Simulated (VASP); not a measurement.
# InP (F-43m) in VASP: further runs

The runs below take InP through single point, with r2SCAN.

Everything below comes from runs of VASP 6.6.1. Logs are shortened: lines on timing, memory, paths and dates and some standing lists are left out, and cuts for length are marked.

**1. The cell of the first run**

It takes space group F-43m (No. 216, cubic). Conventional cell: a = 5.787 Å, b = 5.787 Å, c = 5.787 Å, α = 90.00°, β = 90.00°, γ = 90.00°. In (site symmetry -43m) has 4 P at 2.51 Å within 3.3 Å. Within 3.3 Å of P (site symmetry -43m) lie 4 In at 2.51 Å.

**2. Single point, r2SCAN (volume changed by -6%)**

The input, POSCAR:

```
InP
1.0
    0.0000000000      2.8934893422      2.8934893422
    2.8934893422      0.0000000000      2.8934893422
    2.8934893422      2.8934893422      0.0000000000
In P
1 1
Direct
    0.0000000000      0.0000000000      0.0000000000
    0.2500000000      0.2500000000      0.2500000000
```

The input, INCAR.step1:

```
SYSTEM = InP
ALGO     = Normal         ! electronic algorithm
EDIFF    = 1E-4           ! SCF threshold, eV
ENCUT    = 520            ! plane-wave cutoff, eV
GGA      = PE             ! functional
ISMEAR   = 0              ! smearing method
LASPH    = .TRUE.         ! aspherical terms in the spheres
LCHARG   = .FALSE.        ! write CHGCAR
LREAL    = .FALSE.        ! projectors in reciprocal space
LWAVE    = .TRUE.         ! write WAVECAR
NBANDS   = 16             ! bands
NELM     = 60             ! most SCF steps
PREC     = Accurate       ! precision mode
SIGMA    = 0.01           ! smearing width, eV
```

The input, INCAR.step2:

```
SYSTEM = InP
ALGO     = Normal         ! electronic algorithm
EDIFF    = 1E-6           ! SCF threshold, eV
ENCUT    = 520            ! plane-wave cutoff, eV
ISIF     = 2              ! what is computed and relaxed
ISMEAR   = 0              ! smearing method
ISTART   = 1            
LASPH    = .TRUE.         ! aspherical terms in the spheres
LCHARG   = .FALSE.        ! write CHGCAR
LMIXTAU  = .TRUE.       
LREAL    = .FALSE.        ! projectors in reciprocal space
LWAVE    = .FALSE.        ! write WAVECAR
METAGGA  = R2SCAN         ! meta-GGA
NBANDS   = 16             ! bands
NELM     = 60             ! most SCF steps
PREC     = Accurate       ! precision mode
SIGMA    = 0.01           ! smearing width, eV
```

The input, KPOINTS:

```
k-points
0
G
  6 6 6
  0 0 0
```

Potentials or basis: VASP PAW PBE potentials, release 64 (In_d, P).

On the command line:

```
cat potpaw_PBE.64/In_d/POTCAR potpaw_PBE.64/P/POTCAR > POTCAR
cp INCAR.step1 INCAR
mpirun -np 1 vasp_std > vasp.out
cp INCAR.step2 INCAR
mpirun -np 1 vasp_std > vasp.out
```

OUTCAR:

```text
SYSTEM = InP
   EDIFF = 1E-6
   ENCUT = 520
   ISIF = 2
   ISMEAR = 0
   ISTART = 1
   LASPH = .TRUE.
   LREAL = .FALSE.
   METAGGA = R2SCAN
   NELM = 60
   PREC = Accurate

 ion  position               nearest neighbor table
   1  0.000  0.000  0.000-   2 2.51   2 2.51   2 2.51   2 2.51
   2  0.250  0.250  0.250-   1 2.51   1 2.51   1 2.51   1 2.51

  LATTYP: Found a face centered cubic cell.
 ALAT       =     5.7869786844

  Lattice vectors:

 A1 = (   0.0000000000,   2.8934893422,   2.8934893422)
 A2 = (   2.8934893422,   0.0000000000,   2.8934893422)
 A3 = (   2.8934893422,   2.8934893422,   0.0000000000)

Analysis of symmetry for initial positions (statically):
=====================================================================
 Subroutine PRICEL returns:
 Original cell was already a primitive cell.

 Routine SETGRP: Setting up the symmetry group for a
 face centered cubic supercell.

 Subroutine GETGRP returns: Found 24 space group operations
 (whereof 24 operations were pure point group operations)
 out of a pool of 48 trial point group operations.

The static configuration has the point symmetry T_d .

Analysis of symmetry for dynamics (positions and initial velocities):
=====================================================================
 Subroutine PRICEL returns:
 Original cell was already a primitive cell.

 Routine SETGRP: Setting up the symmetry group for a
 face centered cubic supercell.

 Subroutine GETGRP returns: Found 24 space group operations
 (whereof 24 operations were pure point group operations)
 out of a pool of 48 trial point group operations.

The dynamic configuration has the point symmetry T_d .

 Subroutine INISYM returns: Found 24 space group operations
 (whereof 24 operations are pure point group operations),
 and found     1 'primitive' translations

----------------------------------------------------------------------------------------

                                     Primitive cell

  volume of cell :      48.4502

  direct lattice vectors                    reciprocal lattice vectors
     0.000000000  2.893489342  2.893489342    -0.172801742  0.172801742  0.172801742
     2.893489342  0.000000000  2.893489342     0.172801742 -0.172801742  0.172801742
     2.893489342  2.893489342  0.000000000     0.172801742  0.172801742 -0.172801742

  length of vectors
     4.092011870  4.092011870  4.092011870     0.299301398  0.299301398  0.299301398

  position of ions in fractional coordinates (direct lattice)
     0.000000000  0.000000000  0.000000000
     0.250000000  0.250000000  0.250000000

  ion indices of the primitive-cell ions
   primitive index   ion index
                 1           1
                 2           2

----------------------------------------------------------------------------------------

 KPOINTS: k-points

Automatic generation of k-mesh.
 Grid dimensions read from file:
 generate k-points for:    6    6    6

 Generating k-lattice:

  Cartesian coordinates                     Fractional coordinates (reciprocal lattice)
    -0.028800290  0.028800290  0.028800290     0.166666667  0.000000000  0.000000000
     0.028800290 -0.028800290  0.028800290     0.000000000  0.166666667  0.000000000
     0.028800290  0.028800290 -0.028800290     0.000000000  0.000000000  0.166666667

  Length of vectors
     0.049883566  0.049883566  0.049883566

  Shift w.r.t. Gamma in fractional coordinates (k-lattice)
     0.000000000  0.000000000  0.000000000

 Subroutine IBZKPT returns following result:
 ===========================================

 Found     16 irreducible k-points:

 Following reciprocal coordinates:
            Coordinates               Weight
  0.000000  0.000000  0.000000      1.000000
  0.166667  0.000000  0.000000      8.000000
  0.333333  0.000000  0.000000      8.000000
  0.500000  0.000000  0.000000      4.000000
  0.166667  0.166667  0.000000      6.000000
  0.333333  0.166667  0.000000     24.000000
[... 8 lines left out ...]
 -0.333333  0.333333  0.166667     24.000000
 -0.333333  0.500000  0.166667     12.000000
   k-points           NKPTS =     16   k-points in BZ     NKDIM =     16   number of bands    NBANDS=     16
   number of dos      NEDOS =    301   number of ions     NIONS =      2
   total plane-waves  NPLWV =  27000
   dimension x,y,z NGX =    30 NGY =   30 NGZ =   30
   dimension x,y,z NGXF=    60 NGYF=   60 NGZF=   60
   ions per type =               1   1
   NGX,Y,Z   is equivalent  to a cutoff of  12.19, 12.19, 12.19 a.u.
   NGXF,Y,Z  is equivalent  to a cutoff of  24.38, 24.38, 24.38 a.u.
 SYSTEM =  InP
   PREC   = accura    normal or accurate (medium, high low for compatibility)
   ISTART =      1    job   : 0-new  1-cont  2-samecut
   ICHARG =      0    charge: 1-file 2-atom 10-const
   ISPIN  =      1    spin polarized calculation?
   LNONCOLLINEAR =      F non collinear calculations
   LSORBIT =      F    spin-orbit coupling
   LASPH  =      T    aspherical Exc in radial PAW
   ENCUT  =  520.0 eV  38.22 Ry    6.18 a.u.   7.61  7.61  7.61*2*pi/ulx,y,z
   NELM   =     60;   NELMIN=  2; NELMDL=  0     # of ELM steps
   EDIFF  = 0.1E-05   stopping-criterion for ELM
   LREAL  =      F    real-space projection
   EDIFFG = 0.1E-04   stopping-criterion for IOM
   NSW    =      0    number of steps for IOM
   IBRION =     -1    ionic relax: 0-MD 1-quasi-New 2-CG
   NFREE  =      0    steps in history (QN), initial steepest desc. (CG)
   ISIF   =      2    stress and relaxation
   ISYM   =      2    0-nonsym 1-usesym 2-fastsym
   POTIM  = 0.5000    time-step for ionic-motion
   TEBEG  =    0.0;   TEEND  =   0.0 temperature during run
   PSTRESS=    0.0 pullay stress
   NELECT =      18.0000    total number of electrons
   NUPDOWN=      -1.0000    fix difference up-down
   EMIN   =  10.00;   EMAX   =-10.00  energy-range for DOS
   EFERMI =   0.00;   METHOD = LEGACY
   ISMEAR =     0;   SIGMA  =   0.01  broadening in eV -4-tet -1-fermi 0-gaus
   EFERMI_NEDOS =   21; number of points for ismear=-14 and -15
   IALGO  =     38    algorithm
   IMIX   =      4    mixing-type and parameters
     AMIX     =   0.40;   BMIX     =  1.00
     AMIX_MAG =   1.60;   BMIX_MAG =  1.00
  volume/ion in A,a.u.               =      24.23       163.48
  Fermi-wavevector in a.u.,A,eV,Ry     =   1.176884  2.223989 18.844841  1.385057
  Thomas-Fermi vector in A             =   2.313240
   LORBIT       =      0    0 simple, 1 ext, 2 COOP (PROOUT), +10 PAW based schemes
   METAGGA = R2SCAN    functional components
   LHFCALC =     F    Hartree Fock is set to
   AEXX    =    0.0000 exact exchange contribution
   IVDW    =     0    specifies the selected vdW correction
   LEPSILON=     F    determine dielectric tensor
   LRPA    =     F    only Hartree local field effects (RPA)
 non-spin polarized calculation
 Gauss-broadening in eV      SIGMA  =   0.01
  energy-cutoff  :      520.00
  volume of cell :       48.45
 maximum number of plane-waves:      1315
   NGX = 15   NGY = 15   NGZ = 15

 number of electron      18.0000008 magnetization

 Free energy of the ion-electron system (eV)
  ---------------------------------------------------
  ext. energy  EPLUGINS =         0.00000000
  ---------------------------------------------------
  free energy    TOTEN  =       -32.24572447 eV

  energy without entropy =      -32.24572447  energy(sigma->0) =      -32.24572447

 E-fermi :   5.5653     XC(G=0): -10.0609

 val. band max:        5.4470056680   @ k =   0.0000   0.0000   0.0000
 cond. band min:       6.8373914277   @ k =   0.0000   0.0000   0.0000
 fundamental gap:      1.3903857597
 Fermi energy:         5.5653305051

 k-point     1 :       0.0000    0.0000    0.0000
  band No.  band energies     occupation
      1      -9.2951      2.00000
      2      -9.2951      2.00000
      3      -9.2951      2.00000
      4      -9.0938      2.00000
      5      -9.0938      2.00000
      6      -6.8314      2.00000
[... 8 lines left out ...]
     15      15.4247      0.00000
     16      15.4247      0.00000

 k-point     2 :       0.1667    0.0000    0.0000
  band No.  band energies     occupation
      1      -9.3389      2.00000
      2      -9.2797      2.00000
      3      -9.2797      2.00000
      4      -9.0933      2.00000
      5      -9.0933      2.00000
      6      -6.4787      2.00000
[... 8 lines left out ...]
     15      14.5448      0.00000
     16      15.6211      0.00000

 k-point     3 :       0.3333    0.0000    0.0000
  band No.  band energies     occupation
      1      -9.4165      2.00000
      2      -9.2545      2.00000
      3      -9.2544      2.00000
      4      -9.0860      2.00000
      5      -9.0860      2.00000
      6      -5.5715      2.00000
[... 8 lines left out ...]
     15      15.1035      0.00000
     16      15.1035      0.00000

 k-point     4 :       0.5000    0.0000    0.0000
  band No.  band energies     occupation
      1      -9.4517      2.00000
      2      -9.2454      2.00000
      3      -9.2454      2.00000
      4      -9.0785      2.00000
      5      -9.0785      2.00000
      6      -4.8869      2.00000
[... 8 lines left out ...]
     15      16.7729      0.00000
     16      16.7729      0.00000
[... 172 lines left out ...]
 k-point    14 :       0.5000    0.3333    0.1667
  band No.  band energies     occupation
      1      -9.4673      2.00000
      2      -9.2260      2.00000
      3      -9.2047      2.00000
      4      -9.1183      2.00000
      5      -9.0717      2.00000
      6      -4.8690      2.00000
[... 8 lines left out ...]
     15      17.4083      0.00000
     16      18.0469      0.00000

 k-point    15 :      -0.3333    0.3333    0.1667
  band No.  band energies     occupation
      1      -9.4803      2.00000
      2      -9.2255      2.00000
      3      -9.1910      2.00000
      4      -9.1118      2.00000
      5      -9.0776      2.00000
      6      -4.3207      2.00000
[... 8 lines left out ...]
     15      17.3823      0.00000
     16      17.8611      0.00000

 k-point    16 :      -0.3333    0.5000    0.1667
  band No.  band energies     occupation
      1      -9.5027      2.00000
      2      -9.2039      2.00000
      3      -9.1736      2.00000
      4      -9.1309      2.00000
      5      -9.0669      2.00000
      6      -4.0915      2.00000
[... 8 lines left out ...]
     15      17.4705      0.00000
     16      18.2947      0.00000

------------------------ aborting loop because EDIFF is reached ----------------------------------------

  FORCE on cell =-STRESS in cart. coord.  units (eV):
  Direction    XX          YY          ZZ          XY          YZ          ZX
  --------------------------------------------------------------------------------------
  -------------------------------------------------------------------------------------
  Total        1.4271969      1.4271969      1.4271969      0.0000000      0.0000000      0.0000000
  in kB       47.1953080     47.1953080     47.1953080      0.0000000      0.0000000      0.0000000
  external PRESSURE =      47.1953080 kB  Pullay stress =       0.0000000 kB

 VOLUME and BASIS-vectors are now :
 -----------------------------------------------------------------------------
  energy-cutoff  :      520.00
  volume of cell :       48.45
      direct lattice vectors                 reciprocal lattice vectors
     0.000000000  2.893489342  2.893489342    -0.172801742  0.172801742  0.172801742
     2.893489342  0.000000000  2.893489342     0.172801742 -0.172801742  0.172801742
     2.893489342  2.893489342  0.000000000     0.172801742  0.172801742 -0.172801742

 POSITION                                       TOTAL-FORCE (eV/Angst)
 -----------------------------------------------------------------------------------
      0.00000      0.00000      0.00000         0.000000     -0.000000      0.000000
      1.44674      1.44674      1.44674        -0.000000      0.000000     -0.000000
 -----------------------------------------------------------------------------------
    total drift:                               -0.000001     -0.000001     -0.000001

  FREE ENERGIE OF THE ION-ELECTRON SYSTEM (eV)
  ---------------------------------------------------
  free  energy   TOTEN  =       -32.2457244655 eV

  energy  without entropy=      -32.2457244655  energy(sigma->0) =      -32.24572447
```

It took 28 s on 1 thread of AMD EPYC 9R45 (Zen 5), shared host; peak memory 0.14 GiB.

What came out:

```yaml
Free_energy: -32.2457 eV
Pressure: 4.7 GPa
Band_gap_on_the_k_mesh: 1.39 eV, direct
```

Caveat: the PAW data sets were made with another functional, which shifts forces and pressure a little; spin-orbit coupling is left out, which moves the levels of the heavy elements.

**3. Single point, r2SCAN (volume changed by -3%)**

The input, POSCAR:

```
InP
1.0
    0.0000000000      2.9239493631      2.9239493631
    2.9239493631      0.0000000000      2.9239493631
    2.9239493631      2.9239493631      0.0000000000
In P
1 1
Direct
    0.0000000000      0.0000000000      0.0000000000
    0.2500000000      0.2500000000      0.2500000000
```

The input, INCAR.step1:

```
PREC = Accurate
ENCUT = 520
ISMEAR = 0
SIGMA = 0.01
LREAL = False
LASPH = True
NELM = 100
NBANDS = 16
GGA = PE
ALGO = Normal
EDIFF = 1E-4
LWAVE = True
LCHARG = False
```

The input, INCAR.step2:

```
PREC = Accurate
ENCUT = 520
EDIFF = 1E-6
ISMEAR = 0
SIGMA = 0.01
LREAL = False
LASPH = True
NELM = 100
ALGO = Normal
ISIF = 2
LWAVE = False
LCHARG = True
METAGGA = R2SCAN
LMIXTAU = True
LELF = True
LVHAR = True
NBANDS = 16
ISTART = 1
```

The input, KPOINTS:

```
Automatic mesh
0
Gamma
  6 6 6
```

Potentials or basis: VASP PAW PBE potentials, release 64 (In_d, P).

On the command line:

```
cat potpaw_PBE.64/In_d/POTCAR potpaw_PBE.64/P/POTCAR > POTCAR
cp INCAR.step1 INCAR
mpirun -np 1 vasp_std > vasp.out
cp INCAR.step2 INCAR
mpirun -np 1 vasp_std > vasp.out
```

Wall time 31 s (1 thread of AMD EPYC 9R45 (Zen 5), shared host); peak memory 0.15 GiB.

Results (log left out):

| Property | Result |
| --- | --- |
| Free energy | -32.2787 eV |
| Pressure | 2.1 GPa |
| Band gap on the k mesh | 1.21 eV, direct |

Levels at points of the mesh, in eV from the valence-band top:
| k point | band 5 | band 6 | band 7 | band 8 | band 9 | band 10 | band 11 | band 12 | band 13 | band 14 |
| --- | --- | --- | --- | --- | --- | --- | --- | --- | --- | --- |
| (0.00, 0.00, 0.00) | -14.49 | -12.05 | 0.00 | 0.00 | 0.00 | 1.21 | 4.44 | 4.44 | 4.44 | 9.16 |
| (0.50, 0.00, 0.00) | -14.48 | -10.22 | -5.92 | -1.02 | -1.02 | 1.88 | 5.16 | 5.16 | 7.56 | 10.13 |
| (0.50, 0.50, 0.00) | -14.45 | -9.53 | -5.91 | -2.44 | -2.44 | 1.99 | 2.55 | 9.93 | 10.36 | 10.36 |

Caveat: the PAW data sets were made with another functional, which shifts forces and pressure a little; spin-orbit coupling is left out, which moves the levels of the heavy elements.

(Part 1 of 2 ends here.)
